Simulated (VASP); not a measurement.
# BaRe (Pm-3m) in VASP: a series of runs, part 3 of 3

VASP 6.6.1. Earlier steps stand in the parts before.

## 6. Single point, PBE

This run uses another cell than the first one, of 25.81 Å³/atom.

INCAR reads:

```
  ALGO = Normal
  EDIFF = 1E-6
  ENCUT = 560
  GGA = PE
  GGA_COMPAT = F
  ISIF = 2
  ISMEAR = 1
  LASPH = T
  LCHARG = T
  LELF = T
  LREAL = F
  LVHAR = T
  LWAVE = F
  NBANDS = 20
  NELM = 120
  PREC = Accurate
  SIGMA = 0.15
```

KPOINTS reads:

```
k-points
0
Gamma
  8 8 8
```

POSCAR reads:

```
BaRe
1.0
    3.7233438108      0.0000000000      0.0000000000
    0.0000000000      3.7233438108      0.0000000000
    0.0000000000      0.0000000000      3.7233438108
Ba Re
1 1
Direct
    0.0000000000      0.0000000000      0.0000000000
    0.5000000000      0.5000000000      0.5000000000
```

Potentials or basis: VASP PAW PBE potentials, release 64 (Ba_sv, Re_sv_GW).

Started as:

```sh
cat potpaw_PBE.64/Ba_sv/POTCAR potpaw_PBE.64/Re_sv_GW/POTCAR > POTCAR
mpirun -np 1 vasp_std > vasp.out
```

OUTCAR:

```text
EDIFF = 1E-6
   ENCUT = 560
   GGA = PE
   ISIF = 2
   ISMEAR = 1
   LASPH = T
   LREAL = F
   NELM = 120
   PREC = Accurate

 ion  position               nearest neighbor table
   1  0.000  0.000  0.000-   2 3.22   2 3.22   2 3.22   2 3.22   2 3.22   2 3.22   2 3.22   2 3.22

   2  0.500  0.500  0.500-   1 3.22   1 3.22   1 3.22   1 3.22   1 3.22   1 3.22   1 3.22   1 3.22

  LATTYP: Found a simple cubic cell.
 ALAT       =     3.7233438108

  Lattice vectors:

 A1 = (   3.7233438108,   0.0000000000,   0.0000000000)
 A2 = (   0.0000000000,   3.7233438108,   0.0000000000)
 A3 = (   0.0000000000,   0.0000000000,   3.7233438108)

Analysis of symmetry for initial positions (statically):
=====================================================================
 Subroutine PRICEL returns:
 Original cell was already a primitive cell.

 Routine SETGRP: Setting up the symmetry group for a
 simple cubic supercell.

 Subroutine GETGRP returns: Found 48 space group operations
 (whereof 48 operations were pure point group operations)
 out of a pool of 48 trial point group operations.

The static configuration has the point symmetry O_h .

Analysis of symmetry for dynamics (positions and initial velocities):
=====================================================================
 Subroutine PRICEL returns:
 Original cell was already a primitive cell.

 Routine SETGRP: Setting up the symmetry group for a
 simple cubic supercell.

 Subroutine GETGRP returns: Found 48 space group operations
 (whereof 48 operations were pure point group operations)
 out of a pool of 48 trial point group operations.

The dynamic configuration has the point symmetry O_h .

 Subroutine INISYM returns: Found 48 space group operations
 (whereof 48 operations are pure point group operations),
 and found     1 'primitive' translations

----------------------------------------------------------------------------------------

                                     Primitive cell

  volume of cell :      51.6178

  direct lattice vectors                    reciprocal lattice vectors
     3.723343811  0.000000000  0.000000000     0.268575789  0.000000000  0.000000000
     0.000000000  3.723343811  0.000000000     0.000000000  0.268575789  0.000000000
     0.000000000  0.000000000  3.723343811     0.000000000  0.000000000  0.268575789

  length of vectors
     3.723343811  3.723343811  3.723343811     0.268575789  0.268575789  0.268575789

  position of ions in fractional coordinates (direct lattice)
     0.000000000  0.000000000  0.000000000
     0.500000000  0.500000000  0.500000000

  ion indices of the primitive-cell ions
   primitive index   ion index
                 1           1
                 2           2

----------------------------------------------------------------------------------------

 KPOINTS: k-points

Automatic generation of k-mesh.
 Grid dimensions read from file:
 generate k-points for:    8    8    8

 Generating k-lattice:

  Cartesian coordinates                     Fractional coordinates (reciprocal lattice)
     0.033571974  0.000000000  0.000000000     0.125000000  0.000000000  0.000000000
     0.000000000  0.033571974  0.000000000     0.000000000  0.125000000  0.000000000
     0.000000000  0.000000000  0.033571974     0.000000000  0.000000000  0.125000000

  Length of vectors
     0.033571974  0.033571974  0.033571974

  Shift w.r.t. Gamma in fractional coordinates (k-lattice)
     0.000000000  0.000000000  0.000000000

 Subroutine IBZKPT returns following result:
 ===========================================

 Found     35 irreducible k-points:

 Following reciprocal coordinates:
            Coordinates               Weight
  0.000000  0.000000  0.000000      1.000000
  0.125000  0.000000  0.000000      6.000000
  0.250000  0.000000  0.000000      6.000000
  0.375000  0.000000  0.000000      6.000000
  0.500000  0.000000  0.000000      3.000000
  0.125000  0.125000  0.000000     12.000000
[... 16 lines left out ...]
  0.375000  0.375000  0.125000     24.000000
  0.500000  0.375000  0.125000     24.000000
 [... further k-points ...]
   k-points           NKPTS =     35   k-points in BZ     NKDIM =     35   number of bands    NBANDS=     20
   number of dos      NEDOS =    301   number of ions     NIONS =      2
   total plane-waves  NPLWV =  27000
   dimension x,y,z NGX =    30 NGY =   30 NGZ =   30
   dimension x,y,z NGXF=    60 NGYF=   60 NGZF=   60
   ions per type =               1   1
   NGX,Y,Z   is equivalent  to a cutoff of  13.39, 13.39, 13.39 a.u.
   NGXF,Y,Z  is equivalent  to a cutoff of  26.79, 26.79, 26.79 a.u.
 SYSTEM =  unknown system
   PREC   = accura    normal or accurate (medium, high low for compatibility)
   ISTART =      0    job   : 0-new  1-cont  2-samecut
   ICHARG =      2    charge: 1-file 2-atom 10-const
   ISPIN  =      1    spin polarized calculation?
   LNONCOLLINEAR =      F non collinear calculations
   LSORBIT =      F    spin-orbit coupling
   LASPH  =      T    aspherical Exc in radial PAW
   ENCUT  =  560.0 eV  41.16 Ry    6.42 a.u.   7.18  7.18  7.18*2*pi/ulx,y,z
   NELM   =    120;   NELMIN=  2; NELMDL= -5     # of ELM steps
   EDIFF  = 0.1E-05   stopping-criterion for ELM
   LREAL  =      F    real-space projection
   EDIFFG = 0.1E-04   stopping-criterion for IOM
   NSW    =      0    number of steps for IOM
   IBRION =     -1    ionic relax: 0-MD 1-quasi-New 2-CG
   NFREE  =      0    steps in history (QN), initial steepest desc. (CG)
   ISIF   =      2    stress and relaxation
   ISYM   =      2    0-nonsym 1-usesym 2-fastsym
   POTIM  = 0.5000    time-step for ionic-motion
   TEBEG  =    0.0;   TEEND  =   0.0 temperature during run
   PSTRESS=    0.0 pullay stress
   NELECT =      25.0000    total number of electrons
   NUPDOWN=      -1.0000    fix difference up-down
   EMIN   =  10.00;   EMAX   =-10.00  energy-range for DOS
   EFERMI =   0.00;   METHOD = LEGACY
   ISMEAR =     1;   SIGMA  =   0.15  broadening in eV -4-tet -1-fermi 0-gaus
   EFERMI_NEDOS =   21; number of points for ismear=-14 and -15
   IALGO  =     38    algorithm
   IMIX   =      4    mixing-type and parameters
     AMIX     =   0.40;   BMIX     =  1.00
     AMIX_MAG =   1.60;   BMIX_MAG =  1.00
  volume/ion in A,a.u.               =      25.81       174.17
  Fermi-wavevector in a.u.,A,eV,Ry     =   1.285647  2.429520 22.488904  1.652888
  Thomas-Fermi vector in A             =   2.417769
   LORBIT       =      0    0 simple, 1 ext, 2 COOP (PROOUT), +10 PAW based schemes
   GGA     = PE    functional components
   LHFCALC =     F    Hartree Fock is set to
   AEXX    =    0.0000 exact exchange contribution
   IVDW    =     0    specifies the selected vdW correction
   LEPSILON=     F    determine dielectric tensor
   LRPA    =     F    only Hartree local field effects (RPA)
 non-spin polarized calculation
 Methfessel and Paxton  Order N= 1 SIGMA  =   0.15
  energy-cutoff  :      560.00
  volume of cell :       51.62
 maximum number of plane-waves:      1596
 NGX is ok and might be reduce to    30
   NGX = 15   NGY = 15   NGZ = 15

 number of electron      25.0000004 magnetization

 Free energy of the ion-electron system (eV)
  ---------------------------------------------------
  ext. energy  EPLUGINS =         0.00000000
  ---------------------------------------------------
  free energy    TOTEN  =       -11.74345276 eV

  energy without entropy =      -11.73762922  energy(sigma->0) =      -11.74151158

 E-fermi :   5.3910     XC(G=0): -10.9231

 val. band max:        5.3872512859   @ k =   0.5000   0.1250   0.1250
 cond. band min:       5.3922392221   @ k =   0.2500   0.2500   0.0000
 fundamental gap:      0.0049879361
 Fermi energy:         5.3910441898

 k-point     1 :       0.0000    0.0000    0.0000
  band No.  band energies     occupation
      1     -73.8940      2.00000
      2     -35.7282      2.00000
      3     -35.7282      2.00000
      4     -35.7282      2.00000
      5     -21.2547      2.00000
      6      -6.0415      2.00000
[... 12 lines left out ...]
     19      13.6818      0.00000
     20      14.0496      0.00000
[... 507 lines left out ...]
 k-point    24 :       0.5000    0.3750    0.1250
  band No.  band energies     occupation
      1     -73.8933      2.00000
      2     -35.7496      2.00000
      3     -35.7458      2.00000
      4     -35.7280      2.00000
      5     -20.9861      2.00000
      6      -7.2088      2.00000
[... 12 lines left out ...]
     19      13.3361      0.00000
     20      14.7849      0.00000

 [... further k-points ...]

------------------------ aborting loop because EDIFF is reached ----------------------------------------

  FORCE on cell =-STRESS in cart. coord.  units (eV):
  Direction    XX          YY          ZZ          XY          YZ          ZX
  --------------------------------------------------------------------------------------
  -------------------------------------------------------------------------------------
  Total        0.4046509      0.4046509      0.4046509      0.0000000      0.0000000      0.0000000
  in kB       12.5600595     12.5600595     12.5600595      0.0000000      0.0000000      0.0000000
  external PRESSURE =      12.5600595 kB  Pullay stress =       0.0000000 kB

 VOLUME and BASIS-vectors are now :
 -----------------------------------------------------------------------------
  energy-cutoff  :      560.00
  volume of cell :       51.62
      direct lattice vectors                 reciprocal lattice vectors
     3.723343811  0.000000000  0.000000000     0.268575789  0.000000000  0.000000000
     0.000000000  3.723343811  0.000000000     0.000000000  0.268575789  0.000000000
     0.000000000  0.000000000  3.723343811     0.000000000  0.000000000  0.268575789

 POSITION                                       TOTAL-FORCE (eV/Angst)
 -----------------------------------------------------------------------------------
      0.00000      0.00000      0.00000         0.000000      0.000000      0.000000
      1.86167      1.86167      1.86167         0.000000      0.000000      0.000000
 -----------------------------------------------------------------------------------
    total drift:                                0.000000      0.000000      0.000000

  FREE ENERGIE OF THE ION-ELECTRON SYSTEM (eV)
  ---------------------------------------------------
  free  energy   TOTEN  =       -11.7434527615 eV

  energy  without entropy=      -11.7376292186  energy(sigma->0) =      -11.74151158
```

stdout:

```text
POSCAR found type information on POSCAR BaRe
 POSCAR found :  2 types and       2 ions
 scaLAPACK will be used
 LDA part: xc-table for (Slater+PW92), standard interpolation
 POSCAR, INCAR and KPOINTS ok, starting setup
 FFT: planning ... GRIDC
 FFT: planning ... GRID_SOFT
 FFT: planning ... GRID
 WAVECAR not read
 entering main loop
```

It took 20 s on 1 thread of AMD EPYC 9R45 (Zen 5), shared host; peak memory 0.17 GiB.

Results:

```
Free energy            : -11.7435 eV
Pressure               : 1.3 GPa
Band gap on the k mesh : zero (an odd number of electrons rules out a gap without spin polarisation)
```

Levels at points of the mesh, in eV from the Fermi level:
```
           k point  band 10  band 11  band 12  band 13  band 14  band 15
(0.00, 0.00, 0.00)    -2.51    -2.51    -0.03    -0.03    -0.03     4.17
(0.50, 0.00, 0.00)    -1.13    -0.42     0.14     0.14     0.33     1.39
(0.50, 0.50, 0.00)    -1.78    -1.11    -1.11     1.13     1.14     3.73
(0.50, 0.50, 0.50)    -0.23    -0.23     0.09     0.09     0.09     1.20
```

Caveat: spin-orbit coupling is left out, which moves the levels of the heavy elements.

## 7. Summary

```csv
cell,smearing,gap on the mesh (eV),pressure (GPa)
"a = 3.748 Å, 2 atoms",gaussian 0.05 eV,none,0.3
"a = 3.808 Å, 2 atoms",gaussian 0.05 eV,none,-1.8
"a = 3.723 Å, 2 atoms",gaussian 0.05 eV,none,1.3
"a = 3.844 Å, 2 atoms",gaussian 0.05 eV,none,-2.9
"a = 3.723 Å, 2 atoms",methfessel-paxton 0.15 eV,none,1.3
```

Alike in all rows: task single point; level PBE; potentials or basis VASP PAW PBE potentials, release 64 (Ba_sv, Re_sv_GW); no spin polarisation; k mesh 8 × 8 × 8; cutoff (eV) 560.

Caveats: spin-orbit coupling is left out, which moves the levels of the heavy elements.

Absolute energies hang on the potentials; compare differences alone.

The gap in the log of VASP goes by the Fermi energy; the results here count the filled bands.